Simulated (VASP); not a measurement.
# Ge in VASP: notebook

Ge is run at these levels: PBE; tasks: single point.

Everything below comes from runs of VASP 6.6.1. Logs are shortened: lines on timing, memory, paths and dates and some standing lists are left out, and cuts for length are marked.

### Step 1. The cell of the first run

The cell holds a wire or tube with vacuum around it, 1 atom: a = 9.000 Å, b = 9.300 Å, c = 2.245 Å, α = 90.00°, β = 90.00°, γ = 90.00°.

### Step 2. Single point, PBE, collinear spin

File INCAR:

```
SYSTEM = Ge
ALGO     = Normal         ! electronic algorithm
EDIFF    = 1E-6           ! SCF threshold, eV
ENCUT    = 410            ! plane-wave cutoff, eV
GGA      = PE             ! functional
GGA_COMPAT= .False.      
ISIF     = 2              ! what is computed and relaxed
ISMEAR   = 0              ! smearing method
ISPIN    = 2              ! spin polarisation
LASPH    = .True.         ! aspherical terms in the spheres
LCHARG   = .False.        ! write CHGCAR
LORBIT   = 11             ! projections on sites
LREAL    = .False.        ! projectors in reciprocal space
LWAVE    = .False.        ! write WAVECAR
MAGMOM   = 0.5            ! initial moments
NBANDS   = 17             ! bands
NELM     = 200            ! most SCF steps
PREC     = Accurate       ! precision mode
SIGMA    = 0.05           ! smearing width, eV
```

File KPOINTS:

```
k-points
0
Gamma
  1 1 28
  0 0 0
```

File POSCAR:

```
Ge
1.0
    9.0000000000      0.0000000000      0.0000000000
    0.0000000000      9.3000000000      0.0000000000
    0.0000000000      0.0000000000      2.2451559703
Ge
1
Direct
    0.5000000000      0.5000000000      0.0000000000
```

Potentials or basis: VASP PAW PBE potentials, release 64 (Ge_d).

Run with:

```bash
cat potpaw_PBE.64/Ge_d/POTCAR > POTCAR
mpirun -np 1 vasp_std > vasp.out
```

OUTCAR:

```text
SYSTEM = Ge
   EDIFF = 1E-6
   ENCUT = 410
   GGA = PE
   ISIF = 2
   ISMEAR = 0
   ISPIN = 2
   LASPH = .True.
   LORBIT = 11
   LREAL = .False.
   NELM = 200
   PREC = Accurate

 ion  position               nearest neighbor table
   1  0.500  0.500  0.000-

  LATTYP: Found a simple orthorhombic cell.
 ALAT       =     2.2451559703
 B/A-ratio  =     4.0086301883
 C/A-ratio  =     4.1422511946

  Lattice vectors:

 A1 = (   0.0000000000,   0.0000000000,   2.2451559703)
 A2 = (   9.0000000000,   0.0000000000,   0.0000000000)
 A3 = (   0.0000000000,   9.3000000000,   0.0000000000)

Analysis of symmetry for initial positions (statically):
=====================================================================
 Subroutine PRICEL returns:
 Original cell was already a primitive cell.

 Routine SETGRP: Setting up the symmetry group for a
 simple orthorhombic supercell.

 Subroutine GETGRP returns: Found  8 space group operations
 (whereof  8 operations were pure point group operations)
 out of a pool of  8 trial point group operations.

The static configuration has the point symmetry D_2h.

Analysis of symmetry for dynamics (positions and initial velocities):
=====================================================================
 Subroutine PRICEL returns:
 Original cell was already a primitive cell.

 Routine SETGRP: Setting up the symmetry group for a
 simple orthorhombic supercell.

 Subroutine GETGRP returns: Found  8 space group operations
 (whereof  8 operations were pure point group operations)
 out of a pool of  8 trial point group operations.

The dynamic configuration has the point symmetry D_2h.

Analysis of structural, dynamic, and magnetic symmetry:
=====================================================================
 Subroutine PRICEL returns:
 Original cell was already a primitive cell.

 Routine SETGRP: Setting up the symmetry group for a
 simple orthorhombic supercell.

 Subroutine GETGRP returns: Found  8 space group operations
 (whereof  8 operations were pure point group operations)
 out of a pool of  8 trial point group operations.

The overall configuration has the point symmetry D_2h.

 Subroutine INISYM returns: Found  8 space group operations
 (whereof  8 operations are pure point group operations),
 and found     1 'primitive' translations

----------------------------------------------------------------------------------------

                                     Primitive cell

  volume of cell :     187.9196

  direct lattice vectors                    reciprocal lattice vectors
     9.000000000  0.000000000  0.000000000     0.111111111  0.000000000  0.000000000
     0.000000000  9.300000000  0.000000000     0.000000000  0.107526882  0.000000000
     0.000000000  0.000000000  2.245155970     0.000000000  0.000000000  0.445403354

  length of vectors
     9.000000000  9.300000000  2.245155970     0.111111111  0.107526882  0.445403354

  position of ions in fractional coordinates (direct lattice)
     0.500000000  0.500000000  0.000000000

  ion indices of the primitive-cell ions
   primitive index   ion index
                 1           1

----------------------------------------------------------------------------------------

 KPOINTS: k-points

Automatic generation of k-mesh.
 Grid dimensions read from file:
 generate k-points for:    1    1   28

 Generating k-lattice:

  Cartesian coordinates                     Fractional coordinates (reciprocal lattice)
     0.111111111  0.000000000  0.000000000     1.000000000  0.000000000  0.000000000
     0.000000000  0.107526882  0.000000000     0.000000000  1.000000000  0.000000000
     0.000000000  0.000000000  0.015907263     0.000000000  0.000000000  0.035714286

  Length of vectors
     0.111111111  0.107526882  0.015907263

  Shift w.r.t. Gamma in fractional coordinates (k-lattice)
     0.000000000  0.000000000  0.000000000

 Subroutine IBZKPT returns following result:
 ===========================================

 Found     15 irreducible k-points:

 Following reciprocal coordinates:
            Coordinates               Weight
  0.000000  0.000000  0.000000      1.000000
  0.000000  0.000000  0.035714      2.000000
  0.000000  0.000000  0.071429      2.000000
  0.000000  0.000000  0.107143      2.000000
  0.000000  0.000000  0.142857      2.000000
  0.000000  0.000000  0.178571      2.000000
  0.000000  0.000000  0.214286      2.000000
  0.000000  0.000000  0.250000      2.000000
  0.000000  0.000000  0.285714      2.000000
  0.000000  0.000000  0.321429      2.000000
  0.000000  0.000000  0.357143      2.000000
  0.000000  0.000000  0.392857      2.000000
  0.000000  0.000000  0.428571      2.000000
  0.000000  0.000000  0.464286      2.000000
  0.000000  0.000000  0.500000      1.000000
   k-points           NKPTS =     15   k-points in BZ     NKDIM =     15   number of bands    NBANDS=     17
   number of dos      NEDOS =    301   number of ions     NIONS =      1
   total plane-waves  NPLWV =  61440
   dimension x,y,z NGX =    60 NGY =   64 NGZ =   16
   dimension x,y,z NGXF=   120 NGYF=  128 NGZF=   32
   ions per type =               1
   NGX,Y,Z   is equivalent  to a cutoff of  11.08, 11.44, 11.85 a.u.
   NGXF,Y,Z  is equivalent  to a cutoff of  22.17, 22.88, 23.69 a.u.
 SYSTEM =  Ge
   PREC   = accura    normal or accurate (medium, high low for compatibility)
   ISTART =      0    job   : 0-new  1-cont  2-samecut
   ICHARG =      2    charge: 1-file 2-atom 10-const
   ISPIN  =      2    spin polarized calculation?
   LNONCOLLINEAR =      F non collinear calculations
   LSORBIT =      F    spin-orbit coupling
   LASPH  =      T    aspherical Exc in radial PAW
   ENCUT  =  410.0 eV  30.13 Ry    5.49 a.u.  14.86 15.35  3.71*2*pi/ulx,y,z
   NELM   =    200;   NELMIN=  2; NELMDL= -5     # of ELM steps
   EDIFF  = 0.1E-05   stopping-criterion for ELM
   LREAL  =      F    real-space projection
   EDIFFG = 0.1E-04   stopping-criterion for IOM
   NSW    =      0    number of steps for IOM
   IBRION =     -1    ionic relax: 0-MD 1-quasi-New 2-CG
   NFREE  =      0    steps in history (QN), initial steepest desc. (CG)
   ISIF   =      2    stress and relaxation
   ISYM   =      2    0-nonsym 1-usesym 2-fastsym
   POTIM  = 0.5000    time-step for ionic-motion
   TEBEG  =    0.0;   TEEND  =   0.0 temperature during run
   PSTRESS=    0.0 pullay stress
   NELECT =      14.0000    total number of electrons
   NUPDOWN=      -1.0000    fix difference up-down
   EMIN   =  10.00;   EMAX   =-10.00  energy-range for DOS
   EFERMI =   0.00;   METHOD = LEGACY
   ISMEAR =     0;   SIGMA  =   0.05  broadening in eV -4-tet -1-fermi 0-gaus
   EFERMI_NEDOS =   21; number of points for ismear=-14 and -15
   IALGO  =     38    algorithm
   IMIX   =      4    mixing-type and parameters
     AMIX     =   0.40;   BMIX     =  1.00
     AMIX_MAG =   1.60;   BMIX_MAG =  1.00
  volume/ion in A,a.u.               =     187.92      1268.14
  Fermi-wavevector in a.u.,A,eV,Ry     =   0.688853  1.301744  6.456224  0.474519
  Thomas-Fermi vector in A             =   1.769772
   LORBIT       =     11    0 simple, 1 ext, 2 COOP (PROOUT), +10 PAW based schemes
   GGA     = PE    functional components
   LHFCALC =     F    Hartree Fock is set to
   AEXX    =    0.0000 exact exchange contribution
   IVDW    =     0    specifies the selected vdW correction
   LEPSILON=     F    determine dielectric tensor
   LRPA    =     F    only Hartree local field effects (RPA)
 spin polarized calculation
 Gauss-broadening in eV      SIGMA  =   0.05
  energy-cutoff  :      410.00
  volume of cell :      187.92
 maximum number of plane-waves:      3579
 NGX is ok and might be reduce to    60
   NGX = 29   NGY = 31   NGZ =  7

 number of electron      14.0000013 magnetization       0.0620633

 Free energy of the ion-electron system (eV)
  ---------------------------------------------------
  ext. energy  EPLUGINS =         0.00000000
  ---------------------------------------------------
  free energy    TOTEN  =        -2.92741807 eV

  energy without entropy =       -2.92504113  energy(sigma->0) =       -2.92622960

 E-fermi :  -3.7521     XC(G=0):  -2.4142

 val. band max:       -4.1221648912   @ k =   0.0000   0.0000   0.1786
 cond. band min:      -3.7498198610   @ k =   0.0000   0.0000   0.2143
 fundamental gap:      0.3723450303
 Fermi energy:        -3.7521174250

 spin component 1

 k-point     1 :       0.0000    0.0000    0.0000
  band No.  band energies     occupation
      1     -28.6909      1.00000
      2     -28.1489      1.00000
      3     -28.1489      1.00000
      4     -27.9770      1.00000
      5     -27.9768      1.00000
      6     -14.1330      1.00000
[... 9 lines left out ...]
     16       4.0964      0.00000
     17       4.4825      0.00000
[... 261 lines left out ...]
 k-point    15 :       0.0000    0.0000    0.5000
  band No.  band energies     occupation
      1     -28.3364      1.00000
      2     -28.3363      1.00000
      3     -28.1026      1.00000
      4     -28.1026      1.00000
      5     -27.8067      1.00000
      6      -7.2689      1.00000
[... 9 lines left out ...]
     16       9.1489      0.00000
     17       9.4350      0.00000
 Fermi energy:        -3.7521174250

 spin component 2

 k-point     1 :       0.0000    0.0000    0.0000
  band No.  band energies     occupation
      1     -28.6891      1.00000
      2     -28.1422      1.00000
      3     -28.1422      1.00000
      4     -27.9731      1.00000
      5     -27.9728      1.00000
      6     -14.0887      1.00000
[... 9 lines left out ...]
     16       4.1177      0.00000
     17       4.5118      0.00000
[... 261 lines left out ...]
 k-point    15 :       0.0000    0.0000    0.5000
  band No.  band energies     occupation
      1     -28.3318      1.00000
      2     -28.3316      1.00000
      3     -28.0960      1.00000
      4     -28.0960      1.00000
      5     -27.8042      1.00000
      6      -7.2371      1.00000
[... 9 lines left out ...]
     16       9.1903      0.00000
     17       9.4588      0.00000

------------------------ aborting loop because EDIFF is reached ----------------------------------------

  FORCE on cell =-STRESS in cart. coord.  units (eV):
  Direction    XX          YY          ZZ          XY          YZ          ZX
  --------------------------------------------------------------------------------------
  -------------------------------------------------------------------------------------
  Total       -0.0322969     -0.0348727      2.8770411      0.0000000      0.0000000      0.0000000
  in kB       -0.2753589     -0.2973196     24.5292728      0.0000000      0.0000000      0.0000000
  external PRESSURE =       7.9855314 kB  Pullay stress =       0.0000000 kB

 VOLUME and BASIS-vectors are now :
 -----------------------------------------------------------------------------
  energy-cutoff  :      410.00
  volume of cell :      187.92
      direct lattice vectors                 reciprocal lattice vectors
     9.000000000  0.000000000  0.000000000     0.111111111  0.000000000  0.000000000
     0.000000000  9.300000000  0.000000000     0.000000000  0.107526882  0.000000000
     0.000000000  0.000000000  2.245155970     0.000000000  0.000000000  0.445403354

 POSITION                                       TOTAL-FORCE (eV/Angst)
 -----------------------------------------------------------------------------------
      4.50000      4.65000      0.00000         0.000000      0.000000      0.000000
 -----------------------------------------------------------------------------------
    total drift:                                0.000000      0.000000     -0.000000

  FREE ENERGIE OF THE ION-ELECTRON SYSTEM (eV)
  ---------------------------------------------------
  free  energy   TOTEN  =        -2.9274180709 eV

  energy  without entropy=       -2.9250411273  energy(sigma->0) =       -2.92622960

 total charge

# of ion       s       p       d       tot
------------------------------------------
    1        1.242   1.098  10.000  12.340

 magnetization (x)

# of ion       s       p       d       tot
------------------------------------------
    1        0.000   0.024   0.001   0.025
```

Wall time 78 s (1 thread of Intel Xeon Platinum 8259CL at 2.50GHz (Skylake/Cascade Lake), shared host); peak memory 0.29 GiB.

Results:

* Free energy: -2.9274 eV
* Net moment: 0.06 μB per cell
* Site moments: Ge +0.03 μB
* Valence electrons inside the program's atomic spheres: Ge 12.34

### Step 3. Single point, PBE, collinear spin

This run uses another cell than the first one.

File INCAR:

```
ALGO = Normal ; EDIFF = 1E-6
ENCUT = 410 ; GGA = PE
GGA_COMPAT = False ; ISIF = 2
ISMEAR = 0 ; ISPIN = 2
LASPH = True ; LCHARG = True
LELF = True ; LORBIT = 11
LREAL = False ; LVHAR = True
LWAVE = False ; MAGMOM = 0.5
NBANDS = 17 ; NELM = 200
PREC = Accurate ; SIGMA = 0.05
```

File KPOINTS:

```
k-points
0
Gamma
  1 1 28
```

Edit POSCAR of step 2 so:

```diff
@@ -4,3 +4,3 @@
     0.0000000000      9.3000000000      0.0000000000
-    0.0000000000      0.0000000000      2.2451559703
+    0.0000000000      0.0000000000      2.3807762188
 Ge
```

Potentials or basis: VASP PAW PBE potentials, release 64 (Ge_d).

Run with:

```bash
cat potpaw_PBE.64/Ge_d/POTCAR > POTCAR
mpirun -np 1 vasp_std > vasp.out
```

Wall time 84 s (1 thread of Intel Xeon Platinum 8259CL at 2.50GHz (Skylake/Cascade Lake), shared host); peak memory 0.29 GiB.

It converged, with:

* Free energy: -2.9880 eV
* Band gap on the k mesh: zero (filled and empty bands overlap)
* Net moment: 0.01 μB per cell
* Valence electrons inside the program's atomic spheres: Ge 12.22

Levels at points of the mesh, in eV from the Fermi level:
Spin up:
| k point | band 3 | band 4 | band 5 | band 6 | band 7 | band 8 | band 9 | band 10 | band 11 | band 12 |
| --- | --- | --- | --- | --- | --- | --- | --- | --- | --- | --- |
| (0.00, 0.00, 0.00) | -24.41 | -24.28 | -24.28 | -9.85 | -1.11 | -1.11 | 3.67 | 4.96 | 5.73 | 5.85 |
| (0.00, 0.00, 0.50) | -24.38 | -24.38 | -24.16 | -3.24 | -3.19 | 4.12 | 4.12 | 7.78 | 7.78 | 10.14 |
Spin down:
| k point | band 3 | band 4 | band 5 | band 6 | band 7 | band 8 | band 9 | band 10 | band 11 | band 12 |
| --- | --- | --- | --- | --- | --- | --- | --- | --- | --- | --- |
| (0.00, 0.00, 0.00) | -24.40 | -24.28 | -24.28 | -9.84 | -1.10 | -1.10 | 3.66 | 4.96 | 5.73 | 5.85 |
| (0.00, 0.00, 0.50) | -24.38 | -24.38 | -24.15 | -3.23 | -3.18 | 4.12 | 4.13 | 7.78 | 7.79 | 10.13 |
